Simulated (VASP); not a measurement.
# Ni (Fm-3m) in VASP: a series of runs

Ni is run at these levels: PBE; tasks: single point.

Program: VASP 6.6.1. These are calculated values, not measurements. Logs are shortened: lines on timing, memory, paths and dates and some standing lists are left out, and cuts for length are marked.

**1. The cell of the first run**

The structure is cubic, space group Fm-3m (No. 225). The conventional cell has a = 3.532 Å, b = 3.532 Å, c = 3.532 Å, α = 90.00°, β = 90.00°, γ = 90.00°. Ni (site symmetry m-3m) has 12 Ni at 2.50 Å within 3.3 Å.

**2. Single point, PBE, collinear spin, ferromagnetic start**

Contents of INCAR:

```
SYSTEM = Ni
PREC     = Accurate       ! precision mode
ENCUT    = 520            ! plane-wave cutoff, eV
EDIFF    = 1E-6           ! SCF threshold, eV
ISMEAR   = -1             ! smearing method
SIGMA    = 0.05           ! smearing width, eV
LREAL    = .FALSE.        ! projectors in reciprocal space
LASPH    = .TRUE.         ! aspherical terms in the spheres
NELM     = 150            ! most SCF steps
ALGO     = Normal         ! electronic algorithm
ISIF     = 2              ! what is computed and relaxed
LWAVE    = .FALSE.        ! write WAVECAR
LCHARG   = .TRUE.         ! write CHGCAR
ISPIN    = 2              ! spin polarisation
MAGMOM   = 0.71           ! initial moments
LORBIT   = 11             ! projections on sites
NUPDOWN  = 0.71           ! fixed moment
LMAXMIX  = 4              ! l up to which the mixer works
GGA      = PE             ! functional
LELF     = .TRUE.         ! ELF
LVHAR    = .TRUE.       
NBANDS   = 15             ! bands
```

Contents of KPOINTS:

```
regular mesh
0
G
  13 13 13
  0 0 0
```

Contents of POSCAR:

```
Ni
1.0
    0.0000000000      1.7659500000      1.7659500000
    1.7659500000      0.0000000000      1.7659500000
    1.7659500000      1.7659500000      0.0000000000
Ni
1
Direct
    0.0000000000      0.0000000000      0.0000000000
```

Potentials or basis: VASP PAW PBE potentials, release 64 (Ni).

Started as:

```console
$ cat potpaw_PBE.64/Ni/POTCAR > POTCAR
$ mpirun -np 1 vasp_std > vasp.out
```

OUTCAR:

```text
SYSTEM = Ni
   PREC = Accurate
   ENCUT = 520
   EDIFF = 1E-6
   ISMEAR = -1
   LREAL = .FALSE.
   LASPH = .TRUE.
   NELM = 150
   ISIF = 2
   ISPIN = 2
   LORBIT = 11
   NUPDOWN = 0.71
   GGA = PE

 ion  position               nearest neighbor table
   1  0.000  0.000  0.000-

  LATTYP: Found a face centered cubic cell.
 ALAT       =     3.5319000000

  Lattice vectors:

 A1 = (   0.0000000000,   1.7659500000,   1.7659500000)
 A2 = (   1.7659500000,   0.0000000000,   1.7659500000)
 A3 = (   1.7659500000,   1.7659500000,   0.0000000000)

Analysis of symmetry for initial positions (statically):
=====================================================================
 Subroutine PRICEL returns:
 Original cell was already a primitive cell.

 Routine SETGRP: Setting up the symmetry group for a
 face centered cubic supercell.

 Subroutine GETGRP returns: Found 48 space group operations
 (whereof 48 operations were pure point group operations)
 out of a pool of 48 trial point group operations.

The static configuration has the point symmetry O_h .

Analysis of symmetry for dynamics (positions and initial velocities):
=====================================================================
 Subroutine PRICEL returns:
 Original cell was already a primitive cell.

 Routine SETGRP: Setting up the symmetry group for a
 face centered cubic supercell.

 Subroutine GETGRP returns: Found 48 space group operations
 (whereof 48 operations were pure point group operations)
 out of a pool of 48 trial point group operations.

The dynamic configuration has the point symmetry O_h .

Analysis of structural, dynamic, and magnetic symmetry:
=====================================================================
 Subroutine PRICEL returns:
 Original cell was already a primitive cell.

 Routine SETGRP: Setting up the symmetry group for a
 face centered cubic supercell.

 Subroutine GETGRP returns: Found 48 space group operations
 (whereof 48 operations were pure point group operations)
 out of a pool of 48 trial point group operations.

The overall configuration has the point symmetry O_h .

 Subroutine INISYM returns: Found 48 space group operations
 (whereof 48 operations are pure point group operations),
 and found     1 'primitive' translations

----------------------------------------------------------------------------------------

                                     Primitive cell

  volume of cell :      11.0145

  direct lattice vectors                    reciprocal lattice vectors
     0.000000000  1.765950000  1.765950000    -0.283133724  0.283133724  0.283133724
     1.765950000  0.000000000  1.765950000     0.283133724 -0.283133724  0.283133724
     1.765950000  1.765950000  0.000000000     0.283133724  0.283133724 -0.283133724

  length of vectors
     2.497430440  2.497430440  2.497430440     0.490401995  0.490401995  0.490401995

  position of ions in fractional coordinates (direct lattice)
     0.000000000  0.000000000  0.000000000

  ion indices of the primitive-cell ions
   primitive index   ion index
                 1           1

----------------------------------------------------------------------------------------

 KPOINTS: regular mesh

Automatic generation of k-mesh.
 Grid dimensions read from file:
 generate k-points for:   13   13   13

 Generating k-lattice:

  Cartesian coordinates                     Fractional coordinates (reciprocal lattice)
    -0.021779517  0.021779517  0.021779517     0.076923077  0.000000000  0.000000000
     0.021779517 -0.021779517  0.021779517     0.000000000  0.076923077  0.000000000
     0.021779517  0.021779517 -0.021779517     0.000000000  0.000000000  0.076923077

  Length of vectors
     0.037723230  0.037723230  0.037723230

  Shift w.r.t. Gamma in fractional coordinates (k-lattice)
     0.000000000  0.000000000  0.000000000

 Subroutine IBZKPT returns following result:
 ===========================================

 Found     84 irreducible k-points:

 Following reciprocal coordinates:
            Coordinates               Weight
  0.000000  0.000000  0.000000      1.000000
  0.076923  0.000000  0.000000      8.000000
  0.153846  0.000000  0.000000      8.000000
  0.230769  0.000000  0.000000      8.000000
  0.307692  0.000000  0.000000      8.000000
  0.384615  0.000000  0.000000      8.000000
[... 16 lines left out ...]
  0.384615  0.153846  0.000000     24.000000
  0.461538  0.153846  0.000000     24.000000
 [... further k-points ...]
   k-points           NKPTS =     84   k-points in BZ     NKDIM =     84   number of bands    NBANDS=     15
   number of dos      NEDOS =    301   number of ions     NIONS =      1
   total plane-waves  NPLWV =   8000
   dimension x,y,z NGX =    20 NGY =   20 NGZ =   20
   dimension x,y,z NGXF=    40 NGYF=   40 NGZF=   40
   ions per type =               1
   NGX,Y,Z   is equivalent  to a cutoff of  13.31, 13.31, 13.31 a.u.
   NGXF,Y,Z  is equivalent  to a cutoff of  26.63, 26.63, 26.63 a.u.
 SYSTEM =  Ni
   PREC   = accura    normal or accurate (medium, high low for compatibility)
   ISTART =      0    job   : 0-new  1-cont  2-samecut
   ICHARG =      2    charge: 1-file 2-atom 10-const
   ISPIN  =      2    spin polarized calculation?
   LNONCOLLINEAR =      F non collinear calculations
   LSORBIT =      F    spin-orbit coupling
   LASPH  =      T    aspherical Exc in radial PAW
   ENCUT  =  520.0 eV  38.22 Ry    6.18 a.u.   4.64  4.64  4.64*2*pi/ulx,y,z
   NELM   =    150;   NELMIN=  2; NELMDL= -5     # of ELM steps
   EDIFF  = 0.1E-05   stopping-criterion for ELM
   LREAL  =      F    real-space projection
   EDIFFG = 0.1E-04   stopping-criterion for IOM
   NSW    =      0    number of steps for IOM
   IBRION =     -1    ionic relax: 0-MD 1-quasi-New 2-CG
   NFREE  =      0    steps in history (QN), initial steepest desc. (CG)
   ISIF   =      2    stress and relaxation
   ISYM   =      2    0-nonsym 1-usesym 2-fastsym
   POTIM  = 0.5000    time-step for ionic-motion
   TEBEG  =    0.0;   TEEND  =   0.0 temperature during run
   PSTRESS=    0.0 pullay stress
   NELECT =      10.0000    total number of electrons
   NUPDOWN=       0.7100    fix difference up-down
   EMIN   =  10.00;   EMAX   =-10.00  energy-range for DOS
   EFERMI =   0.00;   METHOD = LEGACY
   ISMEAR =    -1;   SIGMA  =   0.05  broadening in eV -4-tet -1-fermi 0-gaus
   EFERMI_NEDOS =   21; number of points for ismear=-14 and -15
   IALGO  =     38    algorithm
   IMIX   =      4    mixing-type and parameters
     AMIX     =   0.40;   BMIX     =  1.00
     AMIX_MAG =   1.60;   BMIX_MAG =  1.00
  volume/ion in A,a.u.               =      11.01        74.33
  Fermi-wavevector in a.u.,A,eV,Ry     =   1.585209  2.995610 34.189895  2.512886
  Thomas-Fermi vector in A             =   2.684708
   LORBIT       =     11    0 simple, 1 ext, 2 COOP (PROOUT), +10 PAW based schemes
   GGA     = PE    functional components
   LHFCALC =     F    Hartree Fock is set to
   AEXX    =    0.0000 exact exchange contribution
   IVDW    =     0    specifies the selected vdW correction
   LEPSILON=     F    determine dielectric tensor
   LRPA    =     F    only Hartree local field effects (RPA)
 spin polarized calculation
  energy-cutoff  :      520.00
  volume of cell :       11.01
 maximum number of plane-waves:       307
   NGX =  9   NGY =  9   NGZ =  9

 number of electron      10.0000010 magnetization       0.7100001

 Free energy of the ion-electron system (eV)
  ---------------------------------------------------
  ext. energy  EPLUGINS =         0.00000000
  ---------------------------------------------------
  free energy    TOTEN  =        -5.47143951 eV

  energy without entropy =       -5.45706231  energy(sigma->0) =       -5.46425091

 E-fermi :   9.1937     XC(G=0): -13.1865

 val. band max:        9.4588017905   @ k =  -0.3077   0.1538   0.0000
 cond. band min:       9.1961615249   @ k =   0.4615   0.3077   0.0769
 fundamental gap:     -0.2626402656
 Fermi energy:         9.4714921154

 spin component 1

 k-point     1 :       0.0000    0.0000    0.0000
  band No.  band energies     occupation
      1       0.2642      1.00000
      2       6.7348      1.00000
      3       6.7348      1.00000
      4       6.7348      1.00000
      5       7.8937      1.00000
      6       7.8937      1.00000
      7      32.8121      0.00000
      8      36.5717      0.00000
      9      36.5717      0.00000
     10      36.5717      0.00000
     11      39.4601      0.00000
     12      39.4601      0.00000
     13      39.4601      0.00000
     14      42.4676      0.00000
     15      48.6164      0.00000

 k-point     2 :       0.0769    0.0000    0.0000
  band No.  band energies     occupation
      1       0.4931      1.00000
      2       6.6781      1.00000
      3       6.7843      1.00000
      4       6.7843      1.00000
      5       7.8734      1.00000
      6       7.8734      1.00000
      7      31.8872      0.00000
      8      34.4248      0.00000
      9      36.0532      0.00000
     10      36.0532      0.00000
     11      40.2370      0.00000
     12      40.2370      0.00000
     13      40.6600      0.00000
     14      44.4046      0.00000
     15      46.7255      0.00000
[... 365 lines left out ...]
      3       6.7319      1.00000
      4       7.2220      1.00000
      5       8.4523      1.00000
      6       8.7624      1.00000
      7      20.1200      0.00000
      8      29.1254      0.00000
      9      29.2735      0.00000
     10      31.9945      0.00000
     11      41.2793      0.00000
     12      42.1486      0.00000
     13      43.0621      0.00000
     14      47.5151      0.00000
     15      54.3817      0.00000

 k-point    24 :       0.4615    0.1538    0.0000
  band No.  band energies     occupation
      1       4.7307      1.00000
      2       6.3772      1.00000
      3       6.7705      1.00000
      4       7.1410      1.00000
      5       8.5530      1.00000
      6       9.9695      0.00005
      7      16.9677      0.00000
      8      27.8480      0.00000
      9      29.4708      0.00000
     10      31.6126      0.00000
     11      41.5502      0.00000
     12      41.7627      0.00000
     13      44.6696      0.00000
     14      47.9135      0.00000
     15      55.0965      0.00000

 [... further k-points ...]

 spin component 2

 k-point     1 :       0.0000    0.0000    0.0000
  band No.  band energies     occupation
      1       0.2555      1.00000
      2       7.5686      1.00000
      3       7.5686      1.00000
      4       7.5686      1.00000
      5       8.5525      1.00000
      6       8.5525      1.00000
      7      32.6679      0.00000
      8      36.5830      0.00000
      9      36.5830      0.00000
     10      36.5830      0.00000
     11      39.5965      0.00000
     12      39.5965      0.00000
     13      39.5965      0.00000
     14      42.3739      0.00000
     15      48.8465      0.00000

 k-point     2 :       0.0769    0.0000    0.0000
  band No.  band energies     occupation
      1       0.4847      1.00000
      2       7.5034      1.00000
      3       7.6199      1.00000
      4       7.6199      1.00000
      5       8.5311      1.00000
      6       8.5311      1.00000
      7      31.8452      0.00000
      8      34.4043      0.00000
      9      36.1037      0.00000
     10      36.1037      0.00000
     11      40.3249      0.00000
     12      40.3249      0.00000
     13      40.6692      0.00000
     14      44.3865      0.00000
     15      46.9234      0.00000
[... 365 lines left out ...]
      3       7.4107      1.00000
      4       7.9657      1.00000
      5       9.2508      0.24193
      6       9.4551      0.00533
      7      20.3422      0.00000
      8      29.1552      0.00000
      9      29.3832      0.00000
     10      32.1103      0.00000
     11      41.3802      0.00000
     12      42.1332      0.00000
     13      43.1017      0.00000
     14      47.6607      0.00000
     15      54.4688      0.00000

 k-point    24 :       0.4615    0.1538    0.0000
  band No.  band energies     occupation
      1       5.1475      1.00000
      2       6.8665      1.00000
      3       7.4444      1.00000
      4       7.8537      1.00000
      5       9.3863      0.02079
      6      10.4912      0.00000
      7      17.2735      0.00000
      8      27.9105      0.00000
      9      29.5760      0.00000
     10      31.6903      0.00000
     11      41.5513      0.00000
     12      41.8187      0.00000
     13      44.7495      0.00000
     14      48.1176      0.00000
     15      56.6290      0.00000

 [... further k-points ...]
[... 5 lines left out ...]
  --------------------------------------------------------------------------------------
  -------------------------------------------------------------------------------------
  Total       -0.1163234     -0.1163234     -0.1163234      0.0000000      0.0000000      0.0000000
  in kB      -16.9204661    -16.9204661    -16.9204661      0.0000000      0.0000000      0.0000000
  external PRESSURE =     -16.9204661 kB  Pullay stress =       0.0000000 kB

 VOLUME and BASIS-vectors are now :
 -----------------------------------------------------------------------------
  energy-cutoff  :      520.00
  volume of cell :       11.01
      direct lattice vectors                 reciprocal lattice vectors
     0.000000000  1.765950000  1.765950000    -0.283133724  0.283133724  0.283133724
     1.765950000  0.000000000  1.765950000     0.283133724 -0.283133724  0.283133724
     1.765950000  1.765950000  0.000000000     0.283133724  0.283133724 -0.283133724

 POSITION                                       TOTAL-FORCE (eV/Angst)
 -----------------------------------------------------------------------------------
      0.00000      0.00000      0.00000        -0.000000      0.000000     -0.000000
 -----------------------------------------------------------------------------------
    total drift:                                0.000000      0.000000      0.000000

  FREE ENERGIE OF THE ION-ELECTRON SYSTEM (eV)
  ---------------------------------------------------
  free  energy   TOTEN  =        -5.4714395125 eV

  energy  without entropy=       -5.4570623098  energy(sigma->0) =       -5.46425091

 total charge

# of ion       s       p       d       tot
------------------------------------------
    1        0.494   0.492   8.300   9.286

 magnetization (x)

# of ion       s       p       d       tot
------------------------------------------
    1       -0.004  -0.019   0.741   0.719
```

Wall time 51 s (1 thread of Intel Xeon 8259CL, shared host); peak memory 0.14 GiB.

Results:

```yaml
Free_energy: -5.4714 eV
Pressure: -1.7 GPa
Net_moment: 0.71 μB per cell
Site_moments: Ni +0.72 μB
Valence_electrons_inside_the_program's_atomic_spheres: Ni 9.29
```

Caveat: the total moment is fixed, so each spin has its own Fermi level.

**3. Single point, PBE, collinear spin, ferromagnetic start**

Contents of INCAR:

```
ALGO = Normal
EDIFF = 1E-7
ENCUT = 520
GGA = PE
ISIF = 2
ISMEAR = -1
ISPIN = 2
LASPH = T
LCHARG = F
LMAXMIX = 4
LORBIT = 11
LREAL = F
LWAVE = F
MAGMOM = 1.19
NBANDS = 15
NELM = 150
NUPDOWN = 1.19
PREC = Accurate
SIGMA = 0.05
```

Contents of KPOINTS:

```
k-points
0
Gamma
  13 13 13
```

POSCAR is that of step 2.

Potentials or basis: VASP PAW PBE potentials, release 64 (Ni).

Started as:

```console
$ cat potpaw_PBE.64/Ni/POTCAR > POTCAR
$ mpirun -np 1 vasp_std > vasp.out
```

Wall time 47 s (1 thread of Intel Xeon 8259CL, shared host); peak memory 0.14 GiB.

Results (log left out):

```yaml
Free_energy: -5.2441 eV
Pressure: 3.6 GPa
Net_moment: 1.19 μB per cell
Site_moments: Ni +1.17 μB
Valence_electrons_inside_the_program's_atomic_spheres: Ni 9.27
```

Caveat: the total moment is fixed, so each spin has its own Fermi level.

**4. Single point, PBE, collinear spin, ferromagnetic start**

Contents of INCAR:

```
SYSTEM = Ni
PREC = Accurate
ENCUT = 520
EDIFF = 1E-6
ISMEAR = -1
SIGMA = 0.05
LREAL = .False.
LASPH = .True.
NELM = 150
ALGO = Normal
ISIF = 2
LWAVE = .False.
LCHARG = .False.
ISPIN = 2
MAGMOM = 1.67
LORBIT = 11
NUPDOWN = 1.67
LMAXMIX = 4
GGA = PE
NBANDS = 15
```

Contents of KPOINTS:

```
regular mesh
0
Gamma
  13 13 13
  0 0 0
```

POSCAR is that of step 3.

Started as:

```console
$ cat potpaw_PBE.64/Ni/POTCAR > POTCAR
$ mpirun -np 1 vasp_std > vasp.out
```

Wall time 42 s (1 thread of Intel Xeon 8259CL, shared host); peak memory 0.14 GiB.

The run converged. Its results:

```
Free energy                                           : -4.5660 eV
Pressure                                              : 13.2 GPa
Net moment                                            : 1.67 μB per cell
Site moments                                          : Ni +1.59 μB
Valence electrons inside the program's atomic spheres : Ni 9.24
```

Caveat: the total moment is fixed, so each spin has its own Fermi level.

**5. Single point, PBE, collinear spin, ferromagnetic start**

Contents of INCAR:

```
SYSTEM = Ni
PREC     = Accurate       ! precision mode
ENCUT    = 520            ! plane-wave cutoff, eV
EDIFF    = 1E-7           ! SCF threshold, eV
ISMEAR   = -1             ! smearing method
SIGMA    = 0.05           ! smearing width, eV
LREAL    = .False.        ! projectors in reciprocal space
LASPH    = .True.         ! aspherical terms in the spheres
NELM     = 150            ! most SCF steps
ALGO     = Normal         ! electronic algorithm
ISIF     = 2              ! what is computed and relaxed
LWAVE    = .False.        ! write WAVECAR
LCHARG   = .False.        ! write CHGCAR
ISPIN    = 2              ! spin polarisation
MAGMOM   = 0.2            ! initial moments
LORBIT   = 11             ! projections on sites
LMAXMIX  = 4              ! l up to which the mixer works
GGA      = PE             ! functional
NBANDS   = 15             ! bands
```

KPOINTS is that of step 4.

POSCAR is that of step 4.

Started as:

```console
$ cat potpaw_PBE.64/Ni/POTCAR > POTCAR
$ mpirun -np 1 vasp_std > vasp.out
```

It took 48 s on 1 thread of Intel Xeon 8259CL, shared host; peak memory 0.14 GiB.

It converged, with:

```
Free energy                                           : -5.4791 eV
Pressure                                              : -2.3 GPa
Net moment                                            : 0.63 μB per cell
Site moments                                          : Ni +0.64 μB
Valence electrons inside the program's atomic spheres : Ni 9.29
```

Levels at points of the mesh, in eV from the Fermi level:
Spin up:
| k point | band 3 | band 4 | band 5 | band 6 | band 7 | band 8 |
| --- | --- | --- | --- | --- | --- | --- |
| (0.00, 0.00, 0.00) | -2.41 | -2.41 | -1.25 | -1.25 | 23.61 | 27.38 |
Spin down:
```
           k point  band 1  band 2  band 3  band 4  band 5  band 6  band 7  band 8  band 9  band 10
(0.00, 0.00, 0.00)   -8.96   -1.65   -1.65   -1.65   -0.67   -0.67   23.45   27.36   27.36    27.36
```

**6. Summary**

| fixed moment (μB) | pressure (GPa) | moment (μB) |
| --- | --- | --- |
| 0.71 | -1.7 | 0.71 |
| 1.19 | 3.6 | 1.19 |
| 1.67 | 13.2 | 1.67 |
| - | -2.3 | 0.63 |

Alike in all rows: task single point; level PBE; potentials or basis VASP PAW PBE potentials, release 64 (Ni); spin collinear, ferromagnetic start; cell as given; k mesh 13 × 13 × 13; cutoff (eV) 520; smearing fermi-dirac 0.05 eV.

Caveats: the total moment is fixed, so each spin has its own Fermi level (some runs).

Total energies depend on the potentials used, so only differences within one code and one set of settings carry meaning.
